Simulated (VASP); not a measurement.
**C: single point with PBEsol**

C:

```xyz
2
Lattice="0.0000 1.7769 1.7769 1.7769 0.0000 1.7769 1.7769 1.7769 0.0000" Properties=species:S:1:pos:R:3 pbc="T T T"
C     0.0000    0.0000    0.0000
C     0.8885    0.8885    0.8885
```

- Program: VASP 6.6.1
- Task: single point
- Functional: PBEsol
- Potentials or basis: VASP PAW PBE potentials, release 64 (C_h)
- Cutoff: 910 eV
- k mesh: 12 × 12 × 12
- Occupations: gaussian, width 0.02 eV
- Spin: no spin polarisation

- Pressure: 0.0 GPa
- Band gap on the k mesh: 4.07 eV, indirect (least direct gap 5.57 eV)

Levels at points of the mesh, in eV from the valence-band top:
| k point | band 1 | band 2 | band 3 | band 4 | band 5 | band 6 | band 7 | band 8 | band 9 |
| --- | --- | --- | --- | --- | --- | --- | --- | --- | --- |
| (0.00, 0.00, 0.00) | -21.67 | 0.00 | 0.00 | 0.00 | 5.57 | 5.57 | 5.57 | 13.62 | 19.10 |
| (0.50, 0.00, 0.00) | -15.77 | -13.58 | -2.84 | -2.84 | 8.43 | 8.43 | 8.99 | 15.59 | 21.80 |
| (0.50, 0.50, 0.00) | -12.85 | -12.85 | -6.40 | -6.40 | 4.63 | 4.63 | 16.95 | 16.95 | 23.28 |

Wall time 12 s on 1 thread of AMD EPYC 9R45 96-Core Processor (Zen 5), on a shared host, peak memory 0.12 GiB.

Caveat: the cutoff is under 1.25 times the usual one of these potentials, so pressure, stress and relaxed cells hold a basis-set (Pulay) error; the PAW data sets were made with another functional, which shifts forces and pressure a little. A k mesh can miss the band edges.
